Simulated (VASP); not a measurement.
# Ag (Fm-3m) in VASP: a series of runs

Ag is run at these levels: r2SCAN; tasks: single point.

Program: VASP 6.6.1. These are calculated values, not measurements. Logs are shortened: lines on timing, memory, paths and dates and some standing lists are left out, and cuts for length are marked.

## (1) The cell of the first run

It takes space group Fm-3m (No. 225, cubic). The conventional cell has a = 4.085 Å, b = 4.085 Å, c = 4.085 Å, α = 90.00°, β = 90.00°, γ = 90.00°. Within 3.8 Å of Ag (site symmetry m-3m) lie 12 Ag at 2.89 Å.

## (2) Single point, r2SCAN

The input, POSCAR:

```
Ag
1.0
    0.0000000000      2.0427500000      2.0427500000
    2.0427500000      0.0000000000      2.0427500000
    2.0427500000      2.0427500000      0.0000000000
Ag
1
Direct
    0.0000000000      0.0000000000      0.0000000000
```

The input, INCAR.step1:

```
SYSTEM = Ag
PREC = Accurate
ENCUT = 520
ISMEAR = 0
SIGMA = 0.1
LREAL = .False.
LASPH = .True.
NELM = 80
NBANDS = 12
GGA = PE
ALGO = Normal
EDIFF = 1E-4
LWAVE = .True.
LCHARG = .False.
```

The input, INCAR.step2:

```
SYSTEM = Ag
PREC = Accurate
ENCUT = 520
EDIFF = 1E-7
ISMEAR = 0
SIGMA = 0.1
LREAL = .False.
LASPH = .True.
NELM = 80
ALGO = Normal
ISIF = 2
LWAVE = .False.
LCHARG = .False.
METAGGA = R2SCAN
LMIXTAU = .True.
NBANDS = 12
ISTART = 1
```

The input, KPOINTS:

```
regular mesh
0
Gamma
  18 18 18
  0 0 0
```

Potentials or basis: VASP PAW PBE potentials, release 64 (Ag).

On the command line:

```sh
$ cat potpaw_PBE.64/Ag/POTCAR > POTCAR
$ cp INCAR.step1 INCAR
$ mpirun -np 1 vasp_std > vasp.out
$ cp INCAR.step2 INCAR
$ mpirun -np 1 vasp_std > vasp.out
```

OUTCAR:

```text
SYSTEM = Ag
   PREC = Accurate
   ENCUT = 520
   EDIFF = 1E-7
   ISMEAR = 0
   LREAL = .False.
   LASPH = .True.
   NELM = 80
   ISIF = 2
   METAGGA = R2SCAN
   ISTART = 1

 ion  position               nearest neighbor table
   1  0.000  0.000  0.000-

  LATTYP: Found a face centered cubic cell.
 ALAT       =     4.0855000000

  Lattice vectors:

 A1 = (   0.0000000000,   2.0427500000,   2.0427500000)
 A2 = (   2.0427500000,   0.0000000000,   2.0427500000)
 A3 = (   2.0427500000,   2.0427500000,   0.0000000000)

Analysis of symmetry for initial positions (statically):
=====================================================================
 Subroutine PRICEL returns:
 Original cell was already a primitive cell.

 Routine SETGRP: Setting up the symmetry group for a
 face centered cubic supercell.

 Subroutine GETGRP returns: Found 48 space group operations
 (whereof 48 operations were pure point group operations)
 out of a pool of 48 trial point group operations.

The static configuration has the point symmetry O_h .

Analysis of symmetry for dynamics (positions and initial velocities):
=====================================================================
 Subroutine PRICEL returns:
 Original cell was already a primitive cell.

 Routine SETGRP: Setting up the symmetry group for a
 face centered cubic supercell.

 Subroutine GETGRP returns: Found 48 space group operations
 (whereof 48 operations were pure point group operations)
 out of a pool of 48 trial point group operations.

The dynamic configuration has the point symmetry O_h .

 Subroutine INISYM returns: Found 48 space group operations
 (whereof 48 operations are pure point group operations),
 and found     1 'primitive' translations

----------------------------------------------------------------------------------------

                                     Primitive cell

  volume of cell :      17.0481

  direct lattice vectors                    reciprocal lattice vectors
     0.000000000  2.042750000  2.042750000    -0.244768082  0.244768082  0.244768082
     2.042750000  0.000000000  2.042750000     0.244768082 -0.244768082  0.244768082
     2.042750000  2.042750000  0.000000000     0.244768082  0.244768082 -0.244768082

  length of vectors
     2.888884755  2.888884755  2.888884755     0.423950755  0.423950755  0.423950755

  position of ions in fractional coordinates (direct lattice)
     0.000000000  0.000000000  0.000000000

  ion indices of the primitive-cell ions
   primitive index   ion index
                 1           1

----------------------------------------------------------------------------------------

 KPOINTS: regular mesh

Automatic generation of k-mesh.
 Grid dimensions read from file:
 generate k-points for:   18   18   18

 Generating k-lattice:

  Cartesian coordinates                     Fractional coordinates (reciprocal lattice)
    -0.013598227  0.013598227  0.013598227     0.055555556  0.000000000  0.000000000
     0.013598227 -0.013598227  0.013598227     0.000000000  0.055555556  0.000000000
     0.013598227  0.013598227 -0.013598227     0.000000000  0.000000000  0.055555556

  Length of vectors
     0.023552820  0.023552820  0.023552820

  Shift w.r.t. Gamma in fractional coordinates (k-lattice)
     0.000000000  0.000000000  0.000000000

 Subroutine IBZKPT returns following result:
 ===========================================

 Found    195 irreducible k-points:

 Following reciprocal coordinates:
            Coordinates               Weight
  0.000000  0.000000  0.000000      1.000000
  0.055556  0.000000  0.000000      8.000000
  0.111111  0.000000  0.000000      8.000000
  0.166667  0.000000  0.000000      8.000000
  0.222222  0.000000  0.000000      8.000000
  0.277778  0.000000  0.000000      8.000000
[... 16 lines left out ...]
 -0.277778  0.055556  0.000000     24.000000
 -0.222222  0.055556  0.000000     24.000000
 [... further k-points ...]
   k-points           NKPTS =    195   k-points in BZ     NKDIM =    195   number of bands    NBANDS=     12
   number of dos      NEDOS =    301   number of ions     NIONS =      1
   total plane-waves  NPLWV =  13824
   dimension x,y,z NGX =    24 NGY =   24 NGZ =   24
   dimension x,y,z NGXF=    48 NGYF=   48 NGZF=   48
   ions per type =               1
   NGX,Y,Z   is equivalent  to a cutoff of  13.81, 13.81, 13.81 a.u.
   NGXF,Y,Z  is equivalent  to a cutoff of  27.62, 27.62, 27.62 a.u.
 SYSTEM =  Ag
   PREC   = accura    normal or accurate (medium, high low for compatibility)
   ISTART =      1    job   : 0-new  1-cont  2-samecut
   ICHARG =      0    charge: 1-file 2-atom 10-const
   ISPIN  =      1    spin polarized calculation?
   LNONCOLLINEAR =      F non collinear calculations
   LSORBIT =      F    spin-orbit coupling
   LASPH  =      T    aspherical Exc in radial PAW
   ENCUT  =  520.0 eV  38.22 Ry    6.18 a.u.   5.37  5.37  5.37*2*pi/ulx,y,z
   NELM   =     80;   NELMIN=  2; NELMDL=  0     # of ELM steps
   EDIFF  = 0.1E-06   stopping-criterion for ELM
   LREAL  =      F    real-space projection
   EDIFFG = 0.1E-05   stopping-criterion for IOM
   NSW    =      0    number of steps for IOM
   IBRION =     -1    ionic relax: 0-MD 1-quasi-New 2-CG
   NFREE  =      0    steps in history (QN), initial steepest desc. (CG)
   ISIF   =      2    stress and relaxation
   ISYM   =      2    0-nonsym 1-usesym 2-fastsym
   POTIM  = 0.5000    time-step for ionic-motion
   TEBEG  =    0.0;   TEEND  =   0.0 temperature during run
   PSTRESS=    0.0 pullay stress
   NELECT =      11.0000    total number of electrons
   NUPDOWN=      -1.0000    fix difference up-down
   EMIN   =  10.00;   EMAX   =-10.00  energy-range for DOS
   EFERMI =   0.00;   METHOD = LEGACY
   ISMEAR =     0;   SIGMA  =   0.10  broadening in eV -4-tet -1-fermi 0-gaus
   EFERMI_NEDOS =   21; number of points for ismear=-14 and -15
   IALGO  =     38    algorithm
   IMIX   =      4    mixing-type and parameters
     AMIX     =   0.40;   BMIX     =  1.00
     AMIX_MAG =   1.60;   BMIX_MAG =  1.00
  volume/ion in A,a.u.               =      17.05       115.05
  Fermi-wavevector in a.u.,A,eV,Ry     =   1.414644  2.673290 27.228221  2.001218
  Thomas-Fermi vector in A             =   2.536165
   LORBIT       =      0    0 simple, 1 ext, 2 COOP (PROOUT), +10 PAW based schemes
   METAGGA = R2SCAN    functional components
   LHFCALC =     F    Hartree Fock is set to
   AEXX    =    0.0000 exact exchange contribution
   IVDW    =     0    specifies the selected vdW correction
   LEPSILON=     F    determine dielectric tensor
   LRPA    =     F    only Hartree local field effects (RPA)
 non-spin polarized calculation
 Gauss-broadening in eV      SIGMA  =   0.10
  energy-cutoff  :      520.00
  volume of cell :       17.05
 maximum number of plane-waves:       473
 NGX is ok and might be reduce to    24
   NGX = 11   NGY = 11   NGZ = 11

 number of electron      10.9999999 magnetization

 Free energy of the ion-electron system (eV)
  ---------------------------------------------------
  ext. energy  EPLUGINS =         0.00000000
  ---------------------------------------------------
  free energy    TOTEN  =       -21.35943469 eV

  energy without entropy =      -21.35846127  energy(sigma->0) =      -21.35894798

 E-fermi :   8.3989     XC(G=0): -12.9704

 val. band max:        8.3656039457   @ k =   0.5000   0.1667   0.0556
 cond. band min:       8.5303987279   @ k =   0.5000   0.3333   0.1111
 fundamental gap:      0.1647947821
 Fermi energy:         8.3988885896

 k-point     1 :       0.0000    0.0000    0.0000
  band No.  band energies     occupation
      1       0.4717      2.00000
      2       3.2931      2.00000
      3       3.2931      2.00000
      4       3.2931      2.00000
      5       4.3385      2.00000
      6       4.3385      2.00000
      7      25.0879      0.00000
      8      28.8189      0.00000
      9      28.8189      0.00000
     10      28.8189      0.00000
     11      33.7752      0.00000
     12      34.8301      0.00000

 k-point     2 :       0.0556    0.0000    0.0000
  band No.  band energies     occupation
      1       0.5717      2.00000
      2       3.2704      2.00000
      3       3.3208      2.00000
      4       3.3208      2.00000
      5       4.3279      2.00000
      6       4.3279      2.00000
      7      25.1044      0.00000
      8      27.9390      0.00000
      9      28.8557      0.00000
     10      28.8557      0.00000
     11      33.8667      0.00000
     12      34.7278      0.00000

 k-point     3 :       0.1111    0.0000    0.0000
  band No.  band energies     occupation
      1       0.8595      2.00000
      2       3.2190      2.00000
      3       3.3926      2.00000
      4       3.3926      2.00000
      5       4.3072      2.00000
      6       4.3072      2.00000
      7      24.8283      0.00000
      8      26.4848      0.00000
      9      28.9431      0.00000
     10      28.9431      0.00000
     11      33.0144      0.00000
     12      34.3581      0.00000
[... 286 lines left out ...]
 k-point    23 :      -0.2778    0.0556    0.0000
  band No.  band energies     occupation
      1       1.9464      2.00000
      2       3.4267      2.00000
      3       3.4867      2.00000
      4       4.0426      2.00000
      5       4.4912      2.00000
      6       5.0560      2.00000
      7      18.2042      0.00000
      8      24.9848      0.00000
      9      27.2410      0.00000
     10      29.7466      0.00000
     11      31.5426      0.00000
     12      31.7208      0.00000

 k-point    24 :      -0.2222    0.0556    0.0000
  band No.  band energies     occupation
      1       1.8584      2.00000
      2       3.3481      2.00000
      3       3.5406      2.00000
      4       3.5891      2.00000
      5       4.2943      2.00000
      6       4.6819      2.00000
      7      20.4277      0.00000
      8      25.2974      0.00000
      9      27.7931      0.00000
     10      30.4272      0.00000
     11      31.0465      0.00000
     12      32.0518      0.00000

 [... further k-points ...]
[... 5 lines left out ...]
  --------------------------------------------------------------------------------------
  -------------------------------------------------------------------------------------
  Total        0.1707214      0.1707214      0.1707214      0.0000000      0.0000000     -0.0000000
  in kB       16.0443750     16.0443750     16.0443750      0.0000000      0.0000000     -0.0000000
  external PRESSURE =      16.0443750 kB  Pullay stress =       0.0000000 kB

 VOLUME and BASIS-vectors are now :
 -----------------------------------------------------------------------------
  energy-cutoff  :      520.00
  volume of cell :       17.05
      direct lattice vectors                 reciprocal lattice vectors
     0.000000000  2.042750000  2.042750000    -0.244768082  0.244768082  0.244768082
     2.042750000  0.000000000  2.042750000     0.244768082 -0.244768082  0.244768082
     2.042750000  2.042750000  0.000000000     0.244768082  0.244768082 -0.244768082

 POSITION                                       TOTAL-FORCE (eV/Angst)
 -----------------------------------------------------------------------------------
      0.00000      0.00000      0.00000        -0.000000     -0.000000     -0.000000
 -----------------------------------------------------------------------------------
    total drift:                               -0.000000     -0.000000     -0.000000

  FREE ENERGIE OF THE ION-ELECTRON SYSTEM (eV)
  ---------------------------------------------------
  free  energy   TOTEN  =       -21.3594346855 eV

  energy  without entropy=      -21.3584612686  energy(sigma->0) =      -21.35894798
```

It took 100 s on 1 thread of AMD EPYC 9R45 (Zen 5), shared host; peak memory 0.14 GiB.

Results:

* Free energy: -21.3594 eV
* Pressure: 1.6 GPa

Levels at points of the mesh, in eV from the Fermi level:
| k point | band 4 | band 5 | band 6 | band 7 | band 8 | band 9 |
| --- | --- | --- | --- | --- | --- | --- |
| (0.00, 0.00, 0.00) | -5.11 | -4.06 | -4.06 | 16.69 | 20.42 | 20.42 |
| (0.50, 0.00, 0.00) | -3.24 | -3.24 | -0.30 | 3.74 | 15.93 | 18.65 |
| (0.50, 0.50, 0.00) | -3.03 | -3.03 | 1.76 | 7.01 | 11.18 | 11.18 |

Caveat: the PAW data sets were made with another functional, which shifts forces and pressure a little.

## (3) Single point, r2SCAN (volume scaled by 1.10)

The input, POSCAR:

```
Ag
1.0
    0.0000000000      2.1183350869      2.1183350869
    2.1183350869      0.0000000000      2.1183350869
    2.1183350869      2.1183350869      0.0000000000
Ag
1
Direct
    0.0000000000      0.0000000000      0.0000000000
```

The input, INCAR.step1:

```
SYSTEM = Ag
ALGO = Normal
EDIFF = 1E-4
ENCUT = 520
GGA = PE
ISMEAR = 0
LASPH = .True.
LCHARG = .False.
LREAL = .False.
LWAVE = .True.
NBANDS = 12
NELM = 100
PREC = Accurate
SIGMA = 0.1
```

The input, INCAR.step2:

```
SYSTEM = Ag
ALGO = Normal
EDIFF = 1E-7
ENCUT = 520
ISIF = 2
ISMEAR = 0
ISTART = 1
LASPH = .True.
LCHARG = .True.
LELF = .True.
LMIXTAU = .True.
LREAL = .False.
LVHAR = .True.
LWAVE = .False.
METAGGA = R2SCAN
NBANDS = 12
NELM = 100
PREC = Accurate
SIGMA = 0.1
```

The input, KPOINTS:

```
k-points
0
Gamma
  18 18 18
  0 0 0
```

Potentials or basis: VASP PAW PBE potentials, release 64 (Ag).

On the command line:

```sh
$ cat potpaw_PBE.64/Ag/POTCAR > POTCAR
$ cp INCAR.step1 INCAR
$ mpirun -np 1 vasp_std > vasp.out
$ cp INCAR.step2 INCAR
$ mpirun -np 1 vasp_std > vasp.out
```

It took 1.7 min on 1 thread of AMD EPYC 9R45 (Zen 5), shared host; peak memory 0.14 GiB.

The run converged. Its results:

```yaml
Free_energy: -21.3170 eV
Pressure: -7.5 GPa
```

Levels at points of the mesh, in eV from the Fermi level:
```tsv
k point	band 2	band 3	band 4	band 5	band 6	band 7	band 8	band 9	band 10	band 11
(0.00, 0.00, 0.00)	-4.77	-4.77	-4.77	-3.91	-3.91	16.34	19.38	19.38	19.38	24.11
(0.50, 0.00, 0.00)	-4.79	-4.79	-3.24	-3.24	-0.04	3.12	15.57	17.41	17.41	22.02
(0.50, 0.50, 0.00)	-6.03	-3.27	-3.06	-3.06	1.82	6.14	10.54	10.54	16.40	16.44
```

Caveat: the PAW data sets were made with another functional, which shifts forces and pressure a little.

## (4) Single point, r2SCAN (volume scaled by 0.94)

The input, POSCAR:

```
Ag
1.0
    0.0000000000      2.0102020698      2.0102020698
    2.0102020698      0.0000000000      2.0102020698
    2.0102020698      2.0102020698      0.0000000000
Ag
1
Direct
    0.0000000000      0.0000000000      0.0000000000
```

The input, INCAR.step1:

```
PREC     = Accurate       # precision mode
ENCUT    = 520            # plane-wave cutoff, eV
ISMEAR   = 0              # smearing method
SIGMA    = 0.1            # smearing width, eV
LREAL    = F              # projectors in reciprocal space
LASPH    = T              # aspherical terms in the spheres
NELM     = 100            # most SCF steps
NBANDS   = 12             # bands
GGA      = PE             # functional
ALGO     = Normal         # electronic algorithm
EDIFF    = 1E-4           # SCF threshold, eV
LWAVE    = T              # write WAVECAR
LCHARG   = F              # write CHGCAR
```

The input, INCAR.step2:

```
PREC     = Accurate       # precision mode
ENCUT    = 520            # plane-wave cutoff, eV
EDIFF    = 1E-6           # SCF threshold, eV
ISMEAR   = 0              # smearing method
SIGMA    = 0.1            # smearing width, eV
LREAL    = F              # projectors in reciprocal space
LASPH    = T              # aspherical terms in the spheres
NELM     = 100            # most SCF steps
ALGO     = Normal         # electronic algorithm
ISIF     = 2              # what is computed and relaxed
LWAVE    = F              # write WAVECAR
LCHARG   = F              # write CHGCAR
METAGGA  = R2SCAN         # meta-GGA
LMIXTAU  = T            
NBANDS   = 12             # bands
ISTART   = 1
```

The input, KPOINTS:

```
Automatic mesh
0
Gamma
  18 18 18
```

On the command line:

```sh
$ cat potpaw_PBE.64/Ag/POTCAR > POTCAR
$ cp INCAR.step1 INCAR
$ mpirun -np 1 vasp_std > vasp.out
$ cp INCAR.step2 INCAR
$ mpirun -np 1 vasp_std > vasp.out
```

Run time: 51 s. Hardware: 1 thread of Intel Xeon 6975P-C, shared host; peak memory 0.17 GiB.

The run converged. Its results:

```yaml
Free_energy: -21.3361 eV
Pressure: 7.9 GPa
```

Levels at points of the mesh, in eV from the Fermi level:
```tsv
k point	band 4	band 5	band 6	band 7	band 8	band 9
(0.00, 0.00, 0.00)	-5.30	-4.16	-4.16	16.79	20.83	20.83
(0.50, 0.00, 0.00)	-3.27	-3.27	-0.45	4.03	16.04	19.19
(0.50, 0.50, 0.00)	-3.03	-3.03	1.71	7.41	11.44	11.44
```

Caveat: the PAW data sets were made with another functional, which shifts forces and pressure a little.

## (5) The runs side by side

| cell | gap on the mesh (eV) | pressure (GPa) |
| --- | --- | --- |
| a = 2.889 Å, angles 60.0°, 1 atom | none | 1.6 |
| a = 2.996 Å, angles 60.0°, 1 atom | none | -7.5 |
| a = 2.843 Å, angles 60.0°, 1 atom | none | 7.9 |

Alike in all rows: task single point; level r2SCAN; potentials or basis VASP PAW PBE potentials, release 64 (Ag); no spin polarisation; k mesh 18 × 18 × 18; cutoff (eV) 520; smearing gaussian 0.1 eV.

Caveats: the PAW data sets were made with another functional, which shifts forces and pressure a little.

Absolute energies hang on the potentials; compare differences alone.
